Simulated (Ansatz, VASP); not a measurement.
# TaSi2: VASP beside Ansatz

```xyz
9
Lattice="4.7610 0.0000 0.0000 -2.3805 4.1231 0.0000 0.0000 0.0000 6.5561" Properties=species:S:1:pos:R:3 pbc="T T T"
Ta    2.3727    0.0000    0.0010
Ta    1.1942    2.0684    4.3718
Ta   -1.1863    2.0548    2.1864
Si    0.0000    1.3135    0.0679
Si    3.6275    0.6637    4.2962
Si    1.2430    3.4664    2.2533
Si    2.3724    2.8096   -0.0746
Si   -1.2430    3.4664    4.4387
Si    1.1415    0.6498    2.1108
```

Change from the starting cell: mode 24 (375.6 1/cm) frozen in, largest displacement +0.075 Å.

Alike in both runs: task single point; functional PBEsol; k mesh 12 × 12 × 6; occupations gaussian, width 0.15 eV; no spin polarisation.

|  | VASP | Ansatz |
| --- | --- | --- |
| version | VASP 6.6.1 | Ansatz 0.2.0 |
| potentials or method | VASP PAW PBE potentials, release 64 (Ta_pv, Si), cutoff 520 eV | scalar-relativistic, plane waves, PAW |
| valence electrons in the cell | 57 | 63 |

```csv
,VASP,Ansatz,Ansatz less VASP
gap on the k mesh at the Fermi level (eV),none,none,-
pressure (GPa),1.2,0.9,-0.32
"traceless stress, the component that is largest in VASP (GPa)",1.33,1.26,-0.064
rms of the force components (eV/Å),0.568,0.565,-0.0035
```

VASP's potentials were made for PBE, not for PBEsol. Atom by atom the forces differ by 0.004 eV/Å (rms over components). A gap of «none» marks a metal or a gap that the smearing closes. VASP's potentials hold 57 valence electrons a cell and Ansatz's 63, so a difference there can come from the potentials and not from the codes.

Neither program's run includes spin-orbit coupling.
